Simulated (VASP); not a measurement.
Input of a VASP 6.6.1 run:

Contents of INCAR:

```
SYSTEM = CdS
PREC     = Accurate       ! precision mode
ENCUT    = 520            ! plane-wave cutoff, eV
EDIFF    = 1E-7           ! SCF threshold, eV
ISMEAR   = 0              ! smearing method
SIGMA    = 0.01           ! smearing width, eV
LREAL    = .False.        ! projectors in reciprocal space
LASPH    = .True.         ! aspherical terms in the spheres
NELM     = 100            ! most SCF steps
ALGO     = Normal         ! electronic algorithm
ISIF     = 2              ! what is computed and relaxed
LWAVE    = .False.        ! write WAVECAR
LCHARG   = .True.         ! write CHGCAR
GGA      = PE             ! functional
LELF     = .True.         ! ELF
LVHAR    = .True.       
NBANDS   = 16             ! bands
```

The input KPOINTS:

```
regular mesh
0
Gamma
  4 4 4
  0 0 0
```

The input POSCAR:

```
CdS
1.0
    0.0000000000      2.7267765431      2.7267765431
    2.7267765431      0.0000000000      2.7267765431
    2.7267765431      2.7267765431      0.0000000000
Cd S
1 1
Direct
    0.0000000000      0.0000000000      0.0000000000
    0.5000000000      0.5000000000      0.5000000000
```

Potentials or basis: VASP PAW PBE potentials, release 64 (Cd, S).

The run is started by

```bash
$ cat potpaw_PBE.64/Cd/POTCAR potpaw_PBE.64/S/POTCAR > POTCAR
$ mpirun -np 1 vasp_std > vasp.out
```

Question: What does it give for the band gap on the k mesh?

Answer: 0.21 eV, indirect (least direct gap 1.69 eV).

Question: Predict the pressure.

Answer: 2.6 GPa.

Caveat: the k points lie up to 0.50 Å⁻¹ apart. A k mesh can miss the band edges.
